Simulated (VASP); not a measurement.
Here is a VASP 6.6.1 calculation.

File POSCAR:

```
Pb
1.0
    0.0000000000      2.4805031775      2.4805031775
    2.4805031775      0.0000000000      2.4805031775
    2.4805031775      2.4805031775      0.0000000000
Pb
1
Direct
    0.0000000000      0.0000000000      0.0000000000
```

File INCAR.step1:

```
SYSTEM = Pb
ALGO = Normal
EDIFF = 1E-4
ENCUT = 520
GGA = PE
ISMEAR = -1
LASPH = .True.
LCHARG = .False.
LREAL = .False.
LWAVE = .True.
NBANDS = 13
NELM = 60
PREC = Accurate
SIGMA = 0.1
```

Contents of INCAR.step2:

```
SYSTEM = Pb
ALGO = Normal
EDIFF = 1E-6
ENCUT = 520
ISIF = 2
ISMEAR = -1
ISTART = 1
LASPH = .True.
LCHARG = .True.
LELF = .True.
LMIXTAU = .True.
LREAL = .False.
LVHAR = .True.
LWAVE = .False.
METAGGA = R2SCAN
NBANDS = 13
NELM = 60
PREC = Accurate
SIGMA = 0.1
```

KPOINTS

```
k-points
0
Gamma
  12 12 12
  0 0 0
```

Potentials or basis: VASP PAW PBE potentials, release 64 (Pb_d).

Command:

```console
$ cat potpaw_PBE.64/Pb_d/POTCAR > POTCAR
$ cp INCAR.step1 INCAR
$ mpirun -np 1 vasp_std > vasp.out
$ cp INCAR.step2 INCAR
$ mpirun -np 1 vasp_std > vasp.out
```

Problem. What does it give for the band gap on the k mesh?

Solution. Zero (bands 7 and 8 overlap by 9.31 eV).

Problem. Predict the pressure.

Solution. 1.2 GPa.

Caveat: the PAW data sets were made with another functional, which shifts forces and pressure a little; spin-orbit coupling is left out, which moves the levels of the heavy elements.
